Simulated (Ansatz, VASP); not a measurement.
## ScAl3: VASP beside Ansatz

File INCAR:

```
ALGO = Fast
EDIFF = 1E-6
ENCUT = 520
GGA = PE
ISIF = 2
ISMEAR = 0
LASPH = T
LCHARG = F
LREAL = F
LWAVE = F
NBANDS = 18
NELM = 100
PREC = Accurate
SIGMA = 0.15
```

KPOINTS

```
k-points
0
Gamma
  14 14 14
```

The input POSCAR:

```
ScAl3
1.0
    4.1077138798     -0.0981365091     -0.0981365091
   -0.0981365091      4.1077138798     -0.0981365091
   -0.0981365091     -0.0981365091      4.1077138798
Sc Al
1 3
Direct
    0.0000000000      0.0000000000      0.0000000000
    0.5000000000      0.0000000000      0.5000000000
    0.0000000000      0.5000000000      0.5000000000
    0.5000000000      0.5000000000      0.0000000000
```

Input for Ansatz:

```yaml
crystal:
  lattice:
    - [4.1077138798, -0.0981365091, -0.0981365091]
    - [-0.0981365091, 4.1077138798, -0.0981365091]
    - [-0.0981365091, -0.0981365091, 4.1077138798]
  atoms:
    - { symbol: Sc, position: [0.0, 0.0, 0.0] }
    - { symbol: Al, position: [0.5, 0.0, 0.5] }
    - { symbol: Al, position: [0.0, 0.5, 0.5] }
    - { symbol: Al, position: [0.5, 0.5, 0.0] }
basis:
  ecutwfc: 420
kpoints:
  mp_grid: { grid: [14, 14, 14] }
hamiltonian:
  xc: pbe
scf:
  occupations: { method: gaussian, width: 0.15 }
output:
  forces: true
  stress: true
  eigenvalues: true
```

Alike in both runs: task single point; functional PBE; k mesh 14 × 14 × 14; occupations gaussian, width 0.15 eV; no spin polarisation.

```csv
,VASP,Ansatz
version,VASP 6.6.1,Ansatz 0.2.0
potentials or method,"VASP PAW PBE potentials, release 64 (Sc_sv, Al), cutoff 520 eV","scalar-relativistic, plane waves, PAW"
valence electrons in the cell,20,20
```

```tsv
	VASP	Ansatz	Ansatz less VASP
gap on the k mesh at the Fermi level (eV)	none	none	-
pressure (GPa)	0.7	0.7	-0.02
traceless stress, the component that is largest in VASP (GPa)	3.41	3.40	-0.003
```

A gap of «none» marks a metal or a gap that the smearing closes. With one functional, cell and mesh, what is left measures potentials, basis and numerics.
